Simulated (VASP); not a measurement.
Wanted: the native input for a VASP 6.6.1 run.

```
Task                   : relaxation of cell and atoms
Functional             : LDA
Potentials or basis    : VASP PAW LDA potentials, release 64 (Sr_sv, Mg)
Cutoff                 : 600 eV
k mesh                 : 4 × 4 × 4
Occupations            : fermi-dirac, width 0.05 eV
Spin                   : no spin polarisation
Dipole correction      : no
Further INCAR settings : ALGO = Normal; EDIFF = 1e-07; IBRION = 2; EDIFFG = -0.01; NSW = 80; ISIF = 3
```

The structure of SrMg3 lies in POSCAR:

```
SrMg3
1.0
    4.8273102608      0.0000000000      0.0000000000
    0.0000000000      4.8273102608      0.0000000000
    0.0000000000      0.0000000000      4.8273102608
Sr Mg
1 3
Direct
    0.0000000000      0.0000000000      0.0000000000
    0.0000000000      0.5000000000      0.5000000000
    0.5000000000      0.0000000000      0.5000000000
    0.5000000000      0.5000000000      0.0000000000
```

One way to write it, as run:

INCAR

```
PREC = Accurate ; ENCUT = 600
EDIFF = 1E-7 ; ISMEAR = -1
SIGMA = 0.05 ; LREAL = False
LASPH = True ; NELM = 120
ALGO = Normal ; ISIF = 3
LWAVE = False ; LCHARG = False
IBRION = 2 ; NSW = 80
EDIFFG = -0.01 ; GGA_COMPAT = False
NELMIN = 4
```

KPOINTS

```
Automatic mesh
0
Gamma
  4 4 4
```

Potentials or basis: VASP PAW LDA potentials, release 64 (Sr_sv, Mg).

Command:

```sh
$ cat potpaw_LDA.64/Sr_sv/POTCAR potpaw_LDA.64/Mg/POTCAR > POTCAR
$ mpirun -np 1 vasp_std > vasp.out
```

Results of the run:

The relaxed volume is 27.91 Å³/atom, the relaxed cell is a = 4.815 Å, b = 4.815 Å, c = 4.815 Å, α = 90.00°, β = 90.00°, γ = 90.00° and the space group after relaxing (to 0.1 Å) is Pm-3m (No. 221). The energy gained by relaxing is 0.2 meV/atom and the ionic steps are 3. The pressure after relaxing is 0.0 GPa and the band gap on the k mesh is zero (bands 8 and 9 overlap by 0.89 eV).

Run time: 70 s on 1 thread of Intel Xeon 8259CL, on a shared host, peak memory 0.21 GiB.
